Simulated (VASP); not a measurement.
Wanted: the native input for a VASP 6.6.1 run.

- Task: electric field gradients
- Functional: PBEsol
- Potentials or basis: VASP PAW PBE potentials, release 64 (Mg, O)
- Cutoff: 520 eV
- k mesh: 6 × 6 × 6
- Occupations: gaussian, width 0.01 eV
- Spin: no spin polarisation
- Dipole correction: no
- Further INCAR settings: ALGO = Normal; EDIFF = 1e-08; NBANDS = 40

The structure of MgO2 lies in POSCAR:

```
MgO2
1.0
    4.8408307519      0.0000000000      0.0000000000
    0.0000000000      4.8408307519      0.0000000000
    0.0000000000      0.0000000000      4.8408307519
Mg O
4 8
Direct
    0.0000000000      0.5000000000      0.5000000000
    0.5000000000      0.5000000000      0.0000000000
    0.5000000000      0.0000000000      0.5000000000
    0.0000000000      0.0000000000      0.0000000000
    0.4116319358      0.0883680642      0.9116319358
    0.0883680642      0.9116319358      0.4116319358
    0.9116319358      0.4116319358      0.0883680642
    0.5883680642      0.5883680642      0.5883680642
    0.4116319358      0.4116319358      0.4116319358
    0.0883680642      0.5883680642      0.9116319358
    0.9116319358      0.0883680642      0.5883680642
    0.5883680642      0.9116319358      0.0883680642
```

One way to write it, as run:

INCAR

```
SYSTEM = MgO2
PREC = Accurate ; ENCUT = 520
EDIFF = 1E-8 ; ISMEAR = 0
SIGMA = 0.01 ; LREAL = .FALSE.
LASPH = .TRUE. ; NELM = 60
ALGO = Normal ; ISIF = 2
LWAVE = .FALSE. ; LCHARG = .FALSE.
GGA = PS ; LEFG = .TRUE.
NBANDS = 40
```

KPOINTS

```
regular mesh
0
G
  6 6 6
  0 0 0
```

Potentials or basis: VASP PAW PBE potentials, release 64 (Mg, O).

Command:

```bash
$ cat potpaw_PBE.64/Mg/POTCAR potpaw_PBE.64/O/POTCAR > POTCAR
$ mpirun -np 1 vasp_std > vasp.out
```

It gave:

```json
{
  "Pressure": "-0.1 GPa",
  "Largest force": "0.197 eV/Å",
  "Band gap on the k mesh": "3.95 eV (least direct gap 4.07 eV)",
  "Largest electric field gradient by atom": "Mg +2.0; O +295.3 V/Å²"
}
```

Caveat: without QUAD_EFG the Cq values of the log hold for a quadrupole moment of 1 mb, not for the nuclei; the PAW data sets were made with another functional, which shifts forces and pressure a little.

It took 67 s on 1 thread of Intel(R) Xeon(R) Platinum 8488C (Sapphire Rapids), on a shared host, peak memory 0.24 GiB.
